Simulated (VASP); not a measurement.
## Pd: single point with PBE

The system is Pd.

```
CELL_PARAMETERS angstrom
0.00000 1.95128 1.95128
1.95128 0.00000 1.95128
1.95128 1.95128 0.00000
ATOMIC_POSITIONS crystal
Pd 0.00000 0.00000 0.00000
```

This cell differs from its parent crystal: volume scaled by 0.97.

- Program: VASP 6.6.1
- Task: single point
- Functional: PBE
- Potentials or basis: VASP PAW PBE potentials, release 64 (Pd)
- Cutoff: 520 eV
- k mesh: 18 × 18 × 18
- Occupations: gaussian, width 0.1 eV
- Spin: no spin polarisation

```
Pressure               : 5.2 GPa
Band gap on the k mesh : zero (band 5 reaches 9.95 eV, above the bottom of band 6 at 8.38 eV)
```

Levels at points of the mesh, in eV from the Fermi level:
| k point | band 2 | band 3 | band 4 | band 5 | band 6 | band 7 | band 8 | band 9 |
| --- | --- | --- | --- | --- | --- | --- | --- | --- |
| (0.00, 0.00, 0.00) | -2.80 | -2.80 | -2.80 | -1.21 | -1.21 | 17.19 | 21.93 | 21.93 |
| (0.50, 0.00, 0.00) | -2.85 | -2.85 | -0.02 | -0.02 | 1.04 | 7.27 | 16.55 | 21.04 |
| (0.50, 0.50, 0.00) | -5.04 | -0.05 | 0.29 | 0.29 | 3.35 | 10.70 | 13.17 | 13.17 |

Run time: 28 s on 1 thread of Intel(R) Xeon(R) Platinum 8375C CPU @ 2.90GHz (Ice Lake), on a shared host, peak memory 0.16 GiB.
